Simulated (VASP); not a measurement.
In, 1 atom in the cell. It takes space group Im-3m (No. 229, cubic). The conventional cell has a = 3.765 Å, b = 3.765 Å, c = 3.765 Å, α = 90.00°, β = 90.00°, γ = 90.00°. Within 4.3 Å of In (site symmetry m-3m) lie 14 In at 3.26 to 3.77 Å. 

```yaml
Program: VASP 6.6.1
Task: relaxation of cell and atoms
Functional: PBEsol
Dispersion: D4
Potentials_or_basis: VASP PAW PBE potentials, release 64 (In_d)
Cutoff: 600 eV
k_mesh: 10 × 10 × 10
Occupations: fermi-dirac, width 0.05 eV
Spin: no spin polarisation
Dipole_correction: no
Further_INCAR_settings: ALGO = Normal; EDIFF = 1e-07; IBRION = 2; EDIFFG = -0.01; NSW = 60; ISIF = 3
```

Potentials or basis: VASP PAW PBE potentials, release 64 (In_d).

The run is started by

```bash
$ cat potpaw_PBE.64/In_d/POTCAR > POTCAR
$ mpirun -np 1 vasp_std > vasp.out
```

Hardware: 1 thread of Intel Xeon 8259CL (shared host).

Task: How long does it take, and how much memory?

Result: Run time: 48 s on 1 thread of Intel Xeon 8259CL, with other jobs on the host, peak memory 0.17 GiB. Counts: scf iterations 19, k points 47, ion steps 2.
